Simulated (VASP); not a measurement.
# MoS2 (R3m) in VASP: settings compared, part 2 of 2

VASP 6.6.1.

**4. Relaxation of cell and atoms, PBEsol**

Contents of INCAR:

```
  PREC = Accurate
  ENCUT = 600
  EDIFF = 1E-6
  ISMEAR = -1
  SIGMA = 0.05
  LREAL = F
  LASPH = T
  NELM = 80
  ALGO = Normal
  ISIF = 3
  LWAVE = F
  LCHARG = F
  GGA = PS
  IBRION = 2
  NSW = 60
  EDIFFG = -0.01
```

Contents of KPOINTS:

```
regular mesh
0
Gamma
  10 10 10
```

Contents of POSCAR:

```
MoS2
1.0
    1.5800000000      0.9122134253      6.1500000000
   -1.5800000000      0.9122134253      6.1500000000
    0.0000000000     -1.8244268506      6.1500000000
Mo S
1 2
Direct
    0.0000000000      0.0000000000      0.0000000000
    0.4170000000      0.4170000000      0.4170000000
    0.2500000000      0.2500000000      0.2500000000
```

Potentials or basis: VASP PAW PBE potentials, release 64 (Mo_sv, S).

The run is started by

```bash
cat potpaw_PBE.64/Mo_sv/POTCAR potpaw_PBE.64/S/POTCAR > POTCAR
mpirun -np 1 vasp_std > vasp.out
```

OUTCAR:

```text
PREC = Accurate
   ENCUT = 600
   EDIFF = 1E-6
   ISMEAR = -1
   LREAL = F
   LASPH = T
   NELM = 80
   ISIF = 3
   GGA = PS
   IBRION = 2
   NSW = 60
   EDIFFG = -0.01

 ion  position               nearest neighbor table
   1  0.000  0.000  0.000-   3 2.39   3 2.39   3 2.39   2 2.39   2 2.39   2 2.39
   2  0.417  0.417  0.417-   1 2.39   1 2.39   1 2.39
   3  0.250  0.250  0.250-   1 2.39   1 2.39   1 2.39

  LATTYP: Found a trigonal (rhomboedric) cell.
 ALAT       =     6.4149071181
 COS(alpha) =     0.8786713335

  Lattice vectors:

 A1 = (   1.5800000000,   0.9122134253,   6.1500000000)
 A2 = (  -1.5800000000,   0.9122134253,   6.1500000000)
 A3 = (   0.0000000000,  -1.8244268506,   6.1500000000)

Analysis of symmetry for initial positions (statically):
=====================================================================
[... 366 lines left out ...]
  ext. energy  EPLUGINS =         0.00000000
  ---------------------------------------------------
  free energy    TOTEN  =       -23.45107457 eV

  energy without entropy =      -23.45107418  energy(sigma->0) =      -23.45107438

 E-fermi :   7.7884     XC(G=0): -10.9423

 val. band max:        7.3193404551   @ k =   0.5000   0.5000   0.5000
 cond. band min:       8.3526027743   @ k =  -0.2000   0.2000   0.0000
 fundamental gap:      1.0332623193
 Fermi energy:         7.7884024386

 k-point     1 :       0.0000    0.0000    0.0000
  band No.  band energies     occupation
      1     -53.9884      2.00000
      2     -28.2012      2.00000
      3     -27.9377      2.00000
      4     -27.9377      2.00000
      5      -7.6330      2.00000
      6      -5.9881      2.00000
[... 457 lines left out ...]
      4     -28.0384      2.00000
      5      -5.9587      2.00000
      6      -5.5081      2.00000
[... 9 lines left out ...]
     16      10.2526      0.00000
     17      11.1403      0.00000

 [... further k-points ...]
[... 5 lines left out ...]
  --------------------------------------------------------------------------------------
  -------------------------------------------------------------------------------------
  Total        0.0261541      0.0261541     -0.0173994      0.0000000      0.0000000      0.0000000
  in kB        0.7815860      0.7815860     -0.5199621      0.0000000      0.0000000      0.0000000
  external PRESSURE =       0.3477367 kB  Pullay stress =       0.0000000 kB
[... 18 lines left out ...]
  FREE ENERGIE OF THE ION-ELECTRON SYSTEM (eV)
  ---------------------------------------------------
  free  energy   TOTEN  =       -23.4510745741 eV

  energy  without entropy=      -23.4510741761  energy(sigma->0) =      -23.45107438

 reached required accuracy - stopping structural energy minimisation
```

OSZICAR:

```text
N       E                     dE             d eps       ncg     rms          rms(c)
DAV:   1     0.204149528430E+03    0.20415E+03   -0.14779E+04  3944   0.161E+03
DAV:   2    -0.168621257493E+02   -0.22101E+03   -0.21786E+03  5228   0.374E+02
DAV:   3    -0.247937197765E+02   -0.79316E+01   -0.78437E+01  4746   0.667E+01
[... 131 lines left out ...]
       N       E                     dE             d eps       ncg     rms          rms(c)
DAV:   1    -0.234510792668E+02   -0.53434E-05   -0.48976E-04  3944   0.155E-01    0.204E-02
DAV:   2    -0.234510764755E+02    0.27913E-05   -0.71269E-05  4064   0.563E-02    0.166E-02
DAV:   3    -0.234510748305E+02    0.16450E-05   -0.77735E-06  3351   0.189E-02    0.646E-03
DAV:   4    -0.234510745741E+02    0.25644E-06   -0.14895E-06  1973   0.859E-03
  17 F= -.23451075E+02 E0= -.23451074E+02  d E =-.871891E-04
```

It took 40 min on 1 thread of Intel Xeon 6975P-C (Granite Rapids), shared host; peak memory 0.56 GiB.

What came out:

```
Free energy                           : -23.4511 eV
Relaxed volume                        : 17.87 Å³/atom
Relaxed cell                          : a = 6.528 Å, b = 6.528 Å, c = 6.528 Å, α = 27.85°, β = 27.85°, γ = 27.85°
Space group after relaxing (to 0.1 Å) : R3m (No. 160)
Energy gained by relaxing             : 2.0 meV/atom
Ionic steps                           : 17
Pressure after relaxing               : 0.0 GPa
Largest force after relaxing          : 0.010 eV/Å
Band gap on the k mesh                : 1.03 eV (least direct gap 2.03 eV)
```

Forces on the atoms (eV/Å):
```
Mo   0.000  0.000 -0.007
S    0.000  0.000 -0.003
S    0.000  0.000  0.010
```

The path:
| step | energy change (eV) | largest force (eV/Å) | pressure (GPa) | volume (Å³) |
| --- | --- | --- | --- | --- |
| 1 | 0.0000 | 0.2591 | 0.32 | 53.18 |
| 2 | -0.0015 | 0.3253 | -1.64 | 53.45 |
| 3 | -0.0043 | 0.0679 | -0.78 | 53.33 |
| 4 | -0.0047 | 0.0265 | 0.72 | 52.80 |
| 5 | -0.0054 | 0.0285 | 0.04 | 53.03 |
| 6 | -0.0054 | 0.0300 | 0.07 | 53.04 |
| 7 | -0.0051 | 0.0486 | -0.38 | 53.19 |
| 8 | -0.0054 | 0.0311 | 0.02 | 53.04 |
| 9 | -0.0055 | 0.0257 | 0.02 | 53.07 |
| 10 | -0.0055 | 0.0279 | 0.04 | 53.07 |
| 11 | -0.0055 | 0.0285 | 0.01 | 53.09 |
| 12 | -0.0056 | 0.0294 | -0.03 | 53.16 |
| 13 | -0.0057 | 0.0344 | -0.07 | 53.30 |
| 14 | -0.0058 | 0.0439 | -0.18 | 53.57 |
| 15 | -0.0059 | 0.0355 | -0.14 | 53.58 |
| 16 | -0.0059 | 0.0122 | 0.00 | 53.61 |
| 17 | -0.0059 | 0.0098 | 0.03 | 53.61 |

Final structure:
```
CELL_PARAMETERS angstrom
1.57107 0.90706 6.27035
-1.57107 0.90706 6.27035
0.00000 -1.81411 6.27035
ATOMIC_POSITIONS crystal
Mo 0.00011 0.00011 0.00011
S 0.41631 0.41631 0.41631
S 0.25059 0.25059 0.25059
```

Levels at points of the mesh, in eV from the valence-band top:
| k point | band 11 | band 12 | band 13 | band 14 | band 15 | band 16 |
| --- | --- | --- | --- | --- | --- | --- |
| (0.00, 0.00, 0.00) | -2.09 | -1.31 | -1.16 | 2.23 | 2.23 | 2.60 |
| (0.50, 0.00, 0.00) | -2.32 | -1.43 | -1.38 | 1.81 | 2.20 | 3.58 |
| (0.50, 0.50, 0.00) | -2.83 | -1.59 | -1.20 | 1.78 | 2.34 | 3.13 |
| (0.50, 0.50, 0.50) | -2.06 | -2.06 | 0.00 | 2.31 | 2.31 | 2.49 |

Caveat: the PAW data sets were made with another functional, which shifts forces and pressure a little. Zero-point motion and thermal expansion aren't in these numbers.

**5. Relaxation of cell and atoms, PBEsol, target pressure 2 GPa, at which the enthalpy is minimised**

Contents of INCAR:

```
PREC = Accurate ; ENCUT = 600
EDIFF = 1E-6 ; ISMEAR = -1
SIGMA = 0.05 ; LREAL = F
LASPH = T ; NELM = 60
ALGO = Normal ; ISIF = 3
LWAVE = F ; LCHARG = F
GGA = PS ; IBRION = 2
NSW = 60 ; EDIFFG = -0.01
PSTRESS = 20.0
```

KPOINTS is that of step 4.

POSCAR is that of step 4.

The run is started by

```bash
cat potpaw_PBE.64/Mo_sv/POTCAR potpaw_PBE.64/S/POTCAR > POTCAR
mpirun -np 1 vasp_std > vasp.out
```

It took 41 min on 1 thread of Intel Xeon 6975P-C (Granite Rapids), shared host; peak memory 0.54 GiB.

The run converged. Its results:

```yaml
Free_energy: -23.4343 eV
Relaxed_volume: 16.82 Å³/atom
Relaxed_cell: a = 6.221 Å, b = 6.221 Å, c = 6.221 Å, α = 29.13°, β = 29.13°, γ = 29.13°
Space_group_after_relaxing_to_0.1_Å: R3m (No. 160)
Energy_change_on_relaxing_the_run_minimises_the_enthalpy: +3.6 meV/atom
Ionic_steps: 19
Pressure_after_relaxing: 2.0 GPa
Largest_force_after_relaxing: 0.006 eV/Å
Band_gap_on_the_k_mesh: 0.73 eV (least direct gap 2.05 eV)
```

Forces in eV/Å, atoms in the order of the input:
```
Mo   0.000  0.000 -0.006
S    0.000  0.000  0.000
S    0.000  0.000  0.006
```

Step by step:
| step | energy change (eV) | largest force (eV/Å) | pressure (GPa) | volume (Å³) |
| --- | --- | --- | --- | --- |
| 1 | 0.0000 | 0.2591 | 0.32 | 53.18 |
| 2 | 0.0076 | 0.3251 | 3.51 | 51.76 |
| 3 | 0.0019 | 0.2849 | 2.67 | 52.12 |
| 4 | 0.0004 | 0.1616 | 0.69 | 52.25 |
| 5 | -0.0010 | 0.0634 | 1.67 | 52.18 |
| 6 | -0.0002 | 0.0721 | 1.78 | 51.98 |
| 7 | 0.0039 | 0.2209 | 2.09 | 51.38 |
| 8 | 0.0203 | 0.5748 | 2.94 | 50.19 |
| 9 | 0.0083 | 0.3413 | 2.42 | 50.97 |
| 10 | 0.0082 | 0.3107 | 2.36 | 50.92 |
| 11 | 0.0085 | 0.2192 | 2.18 | 50.77 |
| 12 | 0.0110 | 0.0535 | 1.89 | 50.47 |
| 13 | 0.0111 | 0.0316 | 1.97 | 50.46 |
| 14 | 0.0112 | 0.0078 | 2.11 | 50.44 |
| 15 | 0.0112 | 0.0101 | 2.09 | 50.44 |
| 16 | 0.0110 | 0.0026 | 2.09 | 50.46 |
| 17 | 0.0105 | 0.0214 | 1.96 | 50.50 |
| 18 | 0.0107 | 0.0108 | 1.99 | 50.48 |
| 19 | 0.0108 | 0.0064 | 2.01 | 50.47 |

Final structure:
```xyz
3
Lattice="1.5645 0.9033 5.9528 -1.5645 0.9033 5.9528 0.0000 -1.8065 5.9528" Properties=species:S:1:pos:R:3 pbc="T T T"
Mo    0.0000    0.0000    0.0016
S     0.0000    0.0000    7.5138
S     0.0000    0.0000    4.3962
```

Levels at points of the mesh, in eV from the valence-band top:
| k point | band 9 | band 10 | band 11 | band 12 | band 13 | band 14 | band 15 | band 16 | band 17 |
| --- | --- | --- | --- | --- | --- | --- | --- | --- | --- |
| (0.00, 0.00, 0.00) | -3.45 | -2.32 | -2.32 | -1.48 | -1.08 | 1.98 | 1.98 | 2.44 | 2.44 |
| (0.50, 0.00, 0.00) | -5.24 | -4.13 | -2.47 | -1.65 | -1.58 | 1.65 | 1.98 | 3.32 | 3.48 |
| (0.50, 0.50, 0.00) | -4.88 | -4.01 | -3.21 | -1.89 | -1.43 | 1.58 | 2.16 | 2.91 | 3.96 |
| (0.50, 0.50, 0.50) | -3.47 | -3.47 | -2.27 | -2.27 | 0.00 | 2.13 | 2.13 | 2.24 | 2.24 |

Caveat: the cell is relaxed towards a set pressure, so the run minimises the enthalpy, not the energy; the PAW data sets were made with another functional, which shifts forces and pressure a little. A k mesh can miss the band edges.

**6. Relaxation of cell and atoms, PBEsol, target pressure 5 GPa, at which the enthalpy is minimised**

Contents of INCAR:

```
PREC     = Accurate       # precision mode
ENCUT    = 600            # plane-wave cutoff, eV
EDIFF    = 1E-7           # SCF threshold, eV
ISMEAR   = -1             # smearing method
SIGMA    = 0.05           # smearing width, eV
LREAL    = False          # projectors in reciprocal space
LASPH    = True           # aspherical terms in the spheres
NELM     = 100            # most SCF steps
ALGO     = Normal         # electronic algorithm
ISIF     = 3              # what is computed and relaxed
LWAVE    = False          # write WAVECAR
LCHARG   = False          # write CHGCAR
GGA      = PS             # functional
IBRION   = 2              # ionic algorithm
NSW      = 60             # ionic steps
EDIFFG   = -0.01          # ionic threshold
PSTRESS  = 50.0
```

KPOINTS is that of step 5.

POSCAR is that of step 5.

Potentials or basis: VASP PAW PBE potentials, release 64 (Mo_sv, S).

The run is started by

```bash
cat potpaw_PBE.64/Mo_sv/POTCAR potpaw_PBE.64/S/POTCAR > POTCAR
mpirun -np 1 vasp_std > vasp.out
```

OUTCAR:

```text
PREC = Accurate
   ENCUT = 600
   EDIFF = 1E-7
   ISMEAR = -1
   LREAL = False
   LASPH = True
   NELM = 100
   ISIF = 3
   GGA = PS
   IBRION = 2
   NSW = 60
   EDIFFG = -0.01
   PSTRESS = 50.0

 ion  position               nearest neighbor table
   1  0.000  0.000  0.000-   3 2.39   3 2.39   3 2.39   2 2.39   2 2.39   2 2.39
   2  0.417  0.417  0.417-   1 2.39   1 2.39   1 2.39
   3  0.250  0.250  0.250-   1 2.39   1 2.39   1 2.39

  LATTYP: Found a trigonal (rhomboedric) cell.
 ALAT       =     6.4149071181
 COS(alpha) =     0.8786713335

  Lattice vectors:

 A1 = (   1.5800000000,   0.9122134253,   6.1500000000)
 A2 = (  -1.5800000000,   0.9122134253,   6.1500000000)
 A3 = (   0.0000000000,  -1.8244268506,   6.1500000000)

Analysis of symmetry for initial positions (statically):
=====================================================================
[... 304 lines left out ...]
      6      -3.3751      2.00000
[... 459 lines left out ...]
      6      -3.2585      2.00000
[... 9 lines left out ...]
     16      13.1068      0.00000
     17      13.6942      0.00000

 [... further k-points ...]

[... ionic steps 4 to 10 ...]

--------------------------------------- Ionic step       11  -------------------------------------------

 number of electron      26.0000001 magnetization

------------------------ aborting loop because EDIFF is reached ----------------------------------------
[... 73 lines left out ...]
--------------------------------------- Ionic step       13  -------------------------------------------

 number of electron      26.0000001 magnetization

 Free energy of the ion-electron system (eV)
  ---------------------------------------------------
  ext. energy  EPLUGINS =         0.00000000
  ---------------------------------------------------
  free energy    TOTEN  =       -23.38677400 eV

  energy without entropy =      -23.38674216  energy(sigma->0) =      -23.38675808

 E-fermi :   9.3527     XC(G=0): -11.6382

 val. band max:        9.1316014899   @ k =   0.5000   0.5000   0.5000
 cond. band min:       9.6439514747   @ k =  -0.2000   0.2000   0.0000
 fundamental gap:      0.5123499848
 Fermi energy:         9.3526564171

 k-point     1 :       0.0000    0.0000    0.0000
  band No.  band energies     occupation
      1     -52.5187      2.00000
      2     -26.7621      2.00000
      3     -26.4540      2.00000
      4     -26.4540      2.00000
      5      -6.6026      2.00000
      6      -4.4563      2.00000
[... 505 lines left out ...]
  energy  without entropy=      -23.3867421623  energy(sigma->0) =      -23.38675808

  enthalpy is  TOTEN    =       -21.8816185106 eV   P V=        1.5051554889

 reached required accuracy - stopping structural energy minimisation
```

OSZICAR:

```text
N       E                     dE             d eps       ncg     rms          rms(c)
DAV:   1     0.204149528430E+03    0.20415E+03   -0.14779E+04  3944   0.161E+03
DAV:   2    -0.168621257493E+02   -0.22101E+03   -0.21786E+03  5228   0.374E+02
DAV:   3    -0.247937197765E+02   -0.79316E+01   -0.78437E+01  4746   0.667E+01
[... 144 lines left out ...]
DAV:   4    -0.233867734071E+02    0.27132E-05   -0.12512E-05  4076   0.272E-02    0.541E-03
DAV:   5    -0.233867736129E+02   -0.20588E-06   -0.88414E-07  4933   0.734E-03    0.371E-03
DAV:   6    -0.233867737717E+02   -0.15877E-06   -0.11032E-07  1987   0.224E-03    0.189E-03
DAV:   7    -0.233867739925E+02   -0.22084E-06   -0.28283E-08  1972   0.122E-03    0.256E-04
DAV:   8    -0.233867739995E+02   -0.69331E-08   -0.45971E-09  1972   0.541E-04
  13 F= -.21881619E+02 E0= -.21881603E+02  d E =-.283682E-03
```

Wall time 39 min (1 thread of Intel Xeon 6975P-C (Granite Rapids), shared host); peak memory 0.54 GiB.

Results:

```yaml
Free_energy: -23.3868 eV
Relaxed_volume: 16.08 Å³/atom
Relaxed_cell: a = 6.035 Å, b = 6.035 Å, c = 6.035 Å, α = 29.85°, β = 29.85°, γ = 29.85°
Space_group_after_relaxing_to_0.1_Å: R3m (No. 160)
Energy_change_on_relaxing_the_run_minimises_the_enthalpy: +19.5 meV/atom
Ionic_steps: 13
Pressure_after_relaxing: 5.0 GPa
Largest_force_after_relaxing: 0.009 eV/Å
Band_gap_on_the_k_mesh: 0.51 eV (least direct gap 1.98 eV)
```

Forces in eV/Å, atoms in the order of the input:
```
Mo   0.000  0.000 -0.006
S    0.000  0.000 -0.002
S    0.000  0.000  0.009
```

Stress tensor (GPa, compression positive):
```
5.05 0.00 0.00
0.00 5.05 0.00
0.00 0.00 4.94
```

Step by step:
| step | energy change (eV) | largest force (eV/Å) | pressure (GPa) | volume (Å³) |
| --- | --- | --- | --- | --- |
| 1 | 0.0000 | 0.2592 | 0.33 | 53.18 |
| 2 | 0.1299 | 1.2453 | 12.79 | 49.30 |
| 3 | 0.0263 | 0.6524 | 5.74 | 51.31 |
| 4 | 0.0285 | 0.0882 | 4.41 | 50.66 |
| 5 | 0.0258 | 0.1515 | 4.56 | 50.73 |
| 6 | 0.0289 | 0.1425 | 4.79 | 50.21 |
| 7 | 0.0528 | 0.2871 | 5.90 | 48.62 |
| 8 | 0.2164 | 0.7221 | 10.49 | 45.43 |
| 9 | 0.0659 | 0.4209 | 6.98 | 48.20 |
| 10 | 0.0579 | 0.1594 | 5.30 | 48.27 |
| 11 | 0.0569 | 0.1102 | 4.79 | 48.29 |
| 12 | 0.0578 | 0.0299 | 4.94 | 48.25 |
| 13 | 0.0584 | 0.0089 | 5.01 | 48.23 |

Final structure:
```xyz
3
Lattice="1.5544 0.8974 5.7624 -1.5544 0.8974 5.7624 0.0000 -1.7949 5.7624" Properties=species:S:1:pos:R:3 pbc="T T T"
Mo    0.0000    0.0000    0.0011
S     0.0000    0.0000    7.3247
S     0.0000    0.0000    4.2048
```

Levels at points of the mesh, in eV from the valence-band top:
```tsv
k point	band 10	band 11	band 12	band 13	band 14	band 15	band 16	band 17
(0.00, 0.00, 0.00)	-2.48	-2.48	-1.74	-0.91	1.80	1.80	2.36	2.36
(0.50, 0.00, 0.00)	-4.35	-2.59	-1.85	-1.66	1.57	1.85	3.05	3.45
(0.50, 0.50, 0.00)	-4.17	-3.50	-2.12	-1.60	1.48	2.06	2.80	3.96
(0.50, 0.50, 0.50)	-3.64	-2.41	-2.41	0.00	1.98	1.98	2.10	2.10
```

Caveat: the cell is relaxed towards a set pressure, so the run minimises the enthalpy, not the energy; the PAW data sets were made with another functional, which shifts forces and pressure a little.

**7. Summary**

| task | level | U | cell | k mesh | cutoff (eV) | smearing | dipole correction | gap on the mesh (eV) | pressure (GPa) | relaxed volume (Å³/atom) | largest force (eV/Å) |
| --- | --- | --- | --- | --- | --- | --- | --- | --- | --- | --- | --- |
| relaxation of cell and atoms | PBEsol | - | relaxed from a = 6.415 Å, angles 28.5°, 3 atoms, atomic positions A | 8 × 8 × 8 | 600 | gaussian 0.02 eV | - | 1.11 | 0.0 | 17.87 | - |
| single point | r2SCAN+U | Mo d U = 8.0 eV | a = 6.629 Å, angles 29.0°, 3 atoms, atomic positions B | 10 × 10 × 10 | 520 | fermi-dirac 0.05 eV | no | 0.83 | 2.7 | - | 0.67 |
| relaxation of cell and atoms | PBEsol | - | relaxed from a = 6.415 Å, angles 28.5°, 3 atoms, atomic positions A | 10 × 10 × 10 | 600 | fermi-dirac 0.05 eV | no | 1.03 | 0.0 | 17.87 | 0.01 |
| relaxation of cell and atoms | PBEsol | - | relaxed to 2 GPa from a = 6.415 Å, angles 28.5°, 3 atoms, atomic positions A | 10 × 10 × 10 | 600 | fermi-dirac 0.05 eV | no | 0.73 | 2.0 | - | 0.01 |
| relaxation of cell and atoms | PBEsol | - | relaxed to 5 GPa from a = 6.415 Å, angles 28.5°, 3 atoms, atomic positions A | 10 × 10 × 10 | 600 | fermi-dirac 0.05 eV | no | 0.51 | 5.0 | - | 0.01 |

Alike in all rows: potentials or basis VASP PAW PBE potentials, release 64 (Mo_sv, S); no spin polarisation.

Caveats: the PAW data sets were made with another functional, which shifts forces and pressure a little; the cell is relaxed towards a set pressure, so the run minimises the enthalpy, not the energy (at least some runs).

Absolute energies hang on the potentials; compare differences alone.
